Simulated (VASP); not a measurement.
# Cu in VASP: single point with PBEsol

Aim: the single point of Cu with PBEsol.

All numbers are computed with VASP 6.6.1; they aren't measurements. Logs are shortened: lines on timing, memory, paths and dates and some standing lists are left out, and cuts for length are marked.

## (1) The cell of the first run

The cell holds a slab with vacuum, 15 atoms: a = 2.556 Å, b = 3.615 Å, c = 32.893 Å, α = 90.00°, β = 90.00°, γ = 90.00°.

## (2) Single point, PBEsol

File INCAR:

```
SYSTEM = Cu
PREC = Accurate
ENCUT = 520
EDIFF = 1E-6
ISMEAR = 0
SIGMA = 0.1
LREAL = Auto
LASPH = .True.
NELM = 100
ALGO = Normal
ISIF = 2
LWAVE = .False.
LCHARG = .False.
LDIPOL = .True.
IDIPOL = 3
DIPOL = 0.5 0.5 0.500
GGA = PS
NBANDS = 96
```

File KPOINTS:

```
Automatic mesh
0
Gamma
  18 12 1
  0 0 0
```

File POSCAR:

```
Cu
1.0
    2.5561910140      0.0000000000      0.0000000000
    0.0000000000      3.6150000000      0.0000000000
    0.0000000000      0.0000000000     32.8933370979
Cu
15
Direct
    0.0000000000      0.0000000000      0.2380918952
    0.5000000000      0.5000000000      0.2717148835
    0.0000000000      0.0000000000      0.3113211346
    0.5000000000      0.5000000000      0.3485131527
    0.0000000000      0.0000000000      0.3864680896
    0.5000000000      0.5000000000      0.4242404423
    0.0000000000      0.0000000000      0.4620967563
    0.5000000000      0.5000000000      0.5000000001
    0.0000000000      0.0000000000      0.5379032419
    0.5000000000      0.5000000000      0.5757595553
    0.0000000000      0.0000000000      0.6135319079
    0.5000000000      0.5000000000      0.6514868461
    0.0000000000      0.0000000000      0.6886788665
    0.5000000000      0.5000000000      0.7282851182
    0.0000000000      0.0000000000      0.7619081096
```

Potentials or basis: VASP PAW PBE potentials, release 64 (Cu).

Command:

```bash
$ cat potpaw_PBE.64/Cu/POTCAR > POTCAR
$ mpirun -np 1 vasp_std > vasp.out
```

OUTCAR:

```text
SYSTEM = Cu
   PREC = Accurate
   ENCUT = 520
   EDIFF = 1E-6
   ISMEAR = 0
   LREAL = Auto
   LASPH = .True.
   NELM = 100
   ISIF = 2
   GGA = PS

 ion  position               nearest neighbor table
   1  0.000  0.000  0.238-   3 2.41   2 2.47   2 2.47   2 2.47   2 2.47
   2  0.500  0.500  0.272-   1 2.47   1 2.47   1 2.47   1 2.47   4 2.53   3 2.57   3 2.57   3 2.57
                             3 2.57
   3  0.000  0.000  0.311-   1 2.41   5 2.47   4 2.53   4 2.53   4 2.53   4 2.53   2 2.57   2 2.57
                             2 2.57   2 2.57
   4  0.500  0.500  0.349-   6 2.49   2 2.53   3 2.53   3 2.53   3 2.53   3 2.53   5 2.54   5 2.54
                             5 2.54   5 2.54
   5  0.000  0.000  0.386-   3 2.47   7 2.49   6 2.54   6 2.54   6 2.54   6 2.54   4 2.54   4 2.54
                             4 2.54   4 2.54
   6  0.500  0.500  0.424-   4 2.49   8 2.49   5 2.54   5 2.54   5 2.54   5 2.54   7 2.54   7 2.54
                             7 2.54   7 2.54
   7  0.000  0.000  0.462-   5 2.49   9 2.49   6 2.54   6 2.54   6 2.54   6 2.54   8 2.54   8 2.54
                             8 2.54   8 2.54
   8  0.500  0.500  0.500-  10 2.49   6 2.49   9 2.54   9 2.54   9 2.54   9 2.54   7 2.54   7 2.54
                             7 2.54   7 2.54
   9  0.000  0.000  0.538-  11 2.49   7 2.49  10 2.54  10 2.54  10 2.54  10 2.54   8 2.54   8 2.54
                             8 2.54   8 2.54
  10  0.500  0.500  0.576-  12 2.49   8 2.49  11 2.54  11 2.54  11 2.54  11 2.54   9 2.54   9 2.54
                             9 2.54   9 2.54
  11  0.000  0.000  0.614-  13 2.47   9 2.49  10 2.54  10 2.54  10 2.54  10 2.54  12 2.54  12 2.54
                            12 2.54  12 2.54
  12  0.500  0.500  0.651-  10 2.49  14 2.53  13 2.53  13 2.53  13 2.53  13 2.53  11 2.54  11 2.54
                            11 2.54  11 2.54
  13  0.000  0.000  0.689-  15 2.41  11 2.47  12 2.53  12 2.53  12 2.53  12 2.53  14 2.57  14 2.57
                            14 2.57  14 2.57
  14  0.500  0.500  0.728-  15 2.47  15 2.47  15 2.47  15 2.47  12 2.53  13 2.57  13 2.57  13 2.57
                            13 2.57
  15  0.000  0.000  0.762-  13 2.41  14 2.47  14 2.47  14 2.47  14 2.47

  LATTYP: Found a simple orthorhombic cell.
 ALAT       =     2.5561910140
 B/A-ratio  =     1.4142135624
 C/A-ratio  =    12.8681060679

  Lattice vectors:

 A1 = (   2.5561910140,   0.0000000000,   0.0000000000)
 A2 = (   0.0000000000,   3.6150000000,   0.0000000000)
 A3 = (   0.0000000000,   0.0000000000,  32.8933370979)

Analysis of symmetry for initial positions (statically):
=====================================================================
 Subroutine PRICEL returns:
 Original cell was already a primitive cell.

 Routine SETGRP: Setting up the symmetry group for a
 simple orthorhombic supercell.

 Subroutine GETGRP returns: Found  8 space group operations
 (whereof  8 operations were pure point group operations)
 out of a pool of  8 trial point group operations.

The static configuration has the point symmetry D_2h.

Analysis of symmetry for dynamics (positions and initial velocities):
=====================================================================
 Subroutine PRICEL returns:
 Original cell was already a primitive cell.

 Routine SETGRP: Setting up the symmetry group for a
 simple orthorhombic supercell.

 Subroutine GETGRP returns: Found  8 space group operations
 (whereof  8 operations were pure point group operations)
 out of a pool of  8 trial point group operations.

The dynamic configuration has the point symmetry D_2h.

 Subroutine INISYM returns: Found  8 space group operations
 (whereof  8 operations are pure point group operations),
 and found     1 'primitive' translations

----------------------------------------------------------------------------------------

                                     Primitive cell

  volume of cell :     303.9552

  direct lattice vectors                    reciprocal lattice vectors
     2.556191014  0.000000000  0.000000000     0.391207071  0.000000000  0.000000000
     0.000000000  3.615000000  0.000000000     0.000000000  0.276625173  0.000000000
     0.000000000  0.000000000 32.893337098     0.000000000  0.000000000  0.030401294

  length of vectors
     2.556191014  3.615000000 32.893337098     0.391207071  0.276625173  0.030401294

  position of ions in fractional coordinates (direct lattice)
[... 62 lines left out ...]
  0.000000  0.000000  0.000000      1.000000
  0.055556  0.000000  0.000000      2.000000
  0.111111  0.000000  0.000000      2.000000
  0.166667  0.000000  0.000000      2.000000
  0.222222  0.000000  0.000000      2.000000
  0.277778  0.000000  0.000000      2.000000
[... 16 lines left out ...]
  0.111111  0.166667  0.000000      4.000000
  0.166667  0.166667  0.000000      4.000000
 [... further k-points ...]
   k-points           NKPTS =     70   k-points in BZ     NKDIM =     70   number of bands    NBANDS=     96
   number of dos      NEDOS =    301   number of ions     NIONS =     15
   total plane-waves  NPLWV = 140000
   dimension x,y,z NGX =    20 NGY =   28 NGZ =  250
   dimension x,y,z NGXF=    40 NGYF=   56 NGZF=  500
   ions per type =              15
   NGX,Y,Z   is equivalent  to a cutoff of  13.01, 12.88, 12.64 a.u.
   NGXF,Y,Z  is equivalent  to a cutoff of  26.01, 25.75, 25.27 a.u.
 SYSTEM =  Cu
   PREC   = accura    normal or accurate (medium, high low for compatibility)
   ISTART =      0    job   : 0-new  1-cont  2-samecut
   ICHARG =      2    charge: 1-file 2-atom 10-const
   ISPIN  =      1    spin polarized calculation?
   LNONCOLLINEAR =      F non collinear calculations
   LSORBIT =      F    spin-orbit coupling
   LASPH  =      T    aspherical Exc in radial PAW
   ENCUT  =  520.0 eV  38.22 Ry    6.18 a.u.   4.75  6.72 61.16*2*pi/ulx,y,z
   NELM   =    100;   NELMIN=  2; NELMDL= -5     # of ELM steps
   EDIFF  = 0.1E-05   stopping-criterion for ELM
   LREAL  =      T    real-space projection
   EDIFFG = 0.1E-04   stopping-criterion for IOM
   NSW    =      0    number of steps for IOM
   IBRION =     -1    ionic relax: 0-MD 1-quasi-New 2-CG
   NFREE  =      0    steps in history (QN), initial steepest desc. (CG)
   ISIF   =      2    stress and relaxation
   ISYM   =      2    0-nonsym 1-usesym 2-fastsym
   POTIM  = 0.5000    time-step for ionic-motion
   TEBEG  =    0.0;   TEEND  =   0.0 temperature during run
   PSTRESS=    0.0 pullay stress
   NELECT =     165.0000    total number of electrons
   NUPDOWN=      -1.0000    fix difference up-down
   EMIN   =  10.00;   EMAX   =-10.00  energy-range for DOS
   EFERMI =   0.00;   METHOD = LEGACY
   ISMEAR =     0;   SIGMA  =   0.10  broadening in eV -4-tet -1-fermi 0-gaus
   EFERMI_NEDOS =   21; number of points for ismear=-14 and -15
   IALGO  =     38    algorithm
   IMIX   =      4    mixing-type and parameters
     AMIX     =   0.40;   BMIX     =  1.00
     AMIX_MAG =   1.60;   BMIX_MAG =  1.00
  volume/ion in A,a.u.               =      20.26       136.75
  Fermi-wavevector in a.u.,A,eV,Ry     =   1.335466  2.523666 24.265589  1.783471
  Thomas-Fermi vector in A             =   2.464168
   LORBIT       =      0    0 simple, 1 ext, 2 COOP (PROOUT), +10 PAW based schemes
   GGA     = PS    functional components
   LHFCALC =     F    Hartree Fock is set to
   AEXX    =    0.0000 exact exchange contribution
   IVDW    =     0    specifies the selected vdW correction
   LEPSILON=     F    determine dielectric tensor
   LRPA    =     F    only Hartree local field effects (RPA)
 non-spin polarized calculation
 Gauss-broadening in eV      SIGMA  =   0.10
  energy-cutoff  :      520.00
  volume of cell :      303.96
 maximum number of plane-waves:      8262
 NGX is ok and might be reduce to    20
   NGX =  9   NGY = 13   NGZ =123

 dipolmoment           0.000000      0.000000     -0.000000 electrons x Angstroem

 number of electron     164.9999815 magnetization

 dipolmoment           0.000000      0.000000      0.000000 electrons x Angstroem

 Free energy of the ion-electron system (eV)
  ---------------------------------------------------
  ext. energy  EPLUGINS =         0.00000000
  ---------------------------------------------------
  free energy    TOTEN  =       -62.44614716 eV

  energy without entropy =      -62.42329071  energy(sigma->0) =      -62.43471894

 E-fermi :   2.4892     XC(G=0):  -8.0011

 val. band max:        2.4771229542   @ k =   0.5000   0.5000   0.0000
 cond. band min:       2.4902162050   @ k =   0.1111   0.2500   0.0000
 fundamental gap:      0.0130932508
 Fermi energy:         2.4891526313

 k-point     1 :       0.0000    0.0000    0.0000
  band No.  band energies     occupation
      1      -7.0127      2.00000
      2      -6.6942      2.00000
      3      -6.1872      2.00000
      4      -5.5107      2.00000
      5      -4.6972      2.00000
      6      -3.8002      2.00000
[... 2317 lines left out ...]
     93       7.6961      0.00000
     94       7.7281      0.00000

 [... further k-points ...]

 [bands above 94 left out]

------------------------ aborting loop because EDIFF is reached ----------------------------------------

 vacuum level on the upper side and lower side of the slab       (xc-potential included)        -0.149        -0.149

  FORCE on cell =-STRESS in cart. coord.  units (eV):
  Direction    XX          YY          ZZ          XY          YZ          ZX
  --------------------------------------------------------------------------------------
  -------------------------------------------------------------------------------------
  Total       -5.5699608     -4.2768836      0.6209760     -0.0000000      0.0000000      0.0000000
  in kB      -29.3598060    -22.5438700      3.2732250     -0.0000000      0.0000000      0.0000000
  external PRESSURE =     -16.2101503 kB  Pullay stress =       0.0000000 kB

 VOLUME and BASIS-vectors are now :
 -----------------------------------------------------------------------------
  energy-cutoff  :      520.00
  volume of cell :      303.96
      direct lattice vectors                 reciprocal lattice vectors
     2.556191014  0.000000000  0.000000000     0.391207071  0.000000000  0.000000000
     0.000000000  3.615000000  0.000000000     0.000000000  0.276625173  0.000000000
     0.000000000  0.000000000 32.893337098     0.000000000  0.000000000  0.030401294

 POSITION                                       TOTAL-FORCE (eV/Angst)
 -----------------------------------------------------------------------------------
      0.00000      0.00000      7.83164         0.000000      0.000000     -0.038584
      1.27810      1.80750      8.93761         0.000000      0.000000      0.000337
      0.00000      0.00000     10.24039         0.000000      0.000000     -0.001587
      1.27810      1.80750     11.46376         0.000000      0.000000     -0.002989
      0.00000      0.00000     12.71223         0.000000      0.000000     -0.001173
      1.27810      1.80750     13.95468         0.000000      0.000000     -0.001082
      0.00000      0.00000     15.19990         0.000000      0.000000     -0.000012
      1.27810      1.80750     16.44667         0.000000      0.000000      0.000000
      0.00000      0.00000     17.69343         0.000000      0.000000      0.000012
      1.27810      1.80750     18.93865         0.000000      0.000000      0.001082
      0.00000      0.00000     20.18111        -0.000000      0.000000      0.001173
      1.27810      1.80750     21.42958         0.000000      0.000000      0.002989
      0.00000      0.00000     22.65295         0.000000      0.000000      0.001587
      1.27810      1.80750     23.95573         0.000000      0.000000     -0.000337
      0.00000      0.00000     25.06170         0.000000      0.000000      0.038584
 -----------------------------------------------------------------------------------
    total drift:                               -0.000000      0.000000      0.000018

  FREE ENERGIE OF THE ION-ELECTRON SYSTEM (eV)
  ---------------------------------------------------
  free  energy   TOTEN  =       -62.4461471631 eV

  energy  without entropy=      -62.4232907137  energy(sigma->0) =      -62.43471894

 vacuum level on the upper side and lower side of the slab         6.836         6.836
```

Wall time 62 min (1 thread of Intel Xeon 6975P-C (Granite Rapids), shared host); peak memory 1.2 GiB.

What came out:

```yaml
Free_energy: -62.4461 eV
Largest_force: 0.039 eV/Å
Band_gap_on_the_k_mesh: zero (an odd number of electrons rules out a gap without spin polarisation)
```

Forces in eV/Å, atoms in the order of the input:
```
Cu   0.000  0.000 -0.039
Cu   0.000  0.000  0.000
Cu   0.000  0.000 -0.002
Cu   0.000  0.000 -0.003
Cu   0.000  0.000 -0.001
Cu   0.000  0.000 -0.001
Cu   0.000  0.000  0.000
Cu   0.000  0.000  0.000
Cu   0.000  0.000  0.000
Cu   0.000  0.000  0.001
Cu   0.000  0.000  0.001
Cu   0.000  0.000  0.003
Cu   0.000  0.000  0.002
Cu   0.000  0.000  0.000
Cu   0.000  0.000  0.039
```

Levels at points of the mesh, in eV from the Fermi level:
| k point | band 79 | band 80 | band 81 | band 82 | band 83 | band 84 | band 85 | band 86 |
| --- | --- | --- | --- | --- | --- | --- | --- | --- |
| (0.00, 0.00, 0.00) | -1.55 | -1.40 | -1.40 | -1.22 | -0.64 | 0.19 | 1.36 | 1.48 |
| (0.50, 0.00, 0.00) | -0.22 | -0.07 | -0.02 | 0.19 | 0.23 | 0.54 | 0.56 | 0.92 |
| (0.00, 0.50, 0.00) | -1.56 | -1.56 | -1.54 | -1.51 | -1.51 | -1.46 | -1.37 | -1.27 |
| (0.50, 0.50, 0.00) | -0.01 | 0.77 | 0.88 | 1.74 | 1.88 | 2.82 | 2.98 | 3.70 |

Caveat: the PAW data sets were made with another functional, which shifts forces and pressure a little.
